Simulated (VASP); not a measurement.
A run of VASP 6.6.1:

File POSCAR:

```
Bi
1.0
    3.4715485275     -3.0863503366     -0.1217541694
    3.4715485275      3.0863503366     -0.1217541694
   -1.3627407493      0.0000000000      3.1500402818
Bi
2
Direct
    0.7649083029      0.7649083029      0.8875677920
    0.2350916971      0.2350916971      0.1124322080
```

File INCAR.step1:

```
PREC = Accurate
ENCUT = 520
EDIFF = 1E-5
ISMEAR = -1
SIGMA = 0.05
LREAL = False
LASPH = True
NELM = 60
ALGO = Normal
ISIF = 2
LWAVE = True
NBANDS = 22
GGA = PE
```

The input INCAR.step2:

```
PREC = Accurate
ENCUT = 520
EDIFF = 1E-6
ISMEAR = -1
SIGMA = 0.05
LREAL = False
LASPH = True
NELM = 60
ALGO = Normal
ISIF = 2
LWAVE = False
LCHARG = True
GGA = PE
LHFCALC = True
AEXX = 0.25
PRECFOCK = Normal
LELF = True
LVHAR = True
NBANDS = 22
ISTART = 1
```

The input KPOINTS:

```
regular mesh
0
Gamma
  3 3 5
```

Potentials or basis: VASP PAW PBE potentials, release 64 (Bi_d).

The run is started by

```bash
$ cat potpaw_PBE.64/Bi_d/POTCAR > POTCAR
$ cp INCAR.step1 INCAR
$ mpirun -np 1 vasp_std > vasp.out
$ cp INCAR.step2 INCAR
$ mpirun -np 1 vasp_std > vasp.out
```

Hardware: 1 thread of Intel(R) Xeon(R) Platinum 8375C CPU @ 2.90GHz (Ice Lake), on a shared host.

Problem. Estimate the wall time of this run.

Solution. Wall time 39 min on 1 thread of Intel(R) Xeon(R) Platinum 8375C CPU @ 2.90GHz (Ice Lake), with other jobs on the host, peak memory 0.21 GiB. Counts: k points 16.
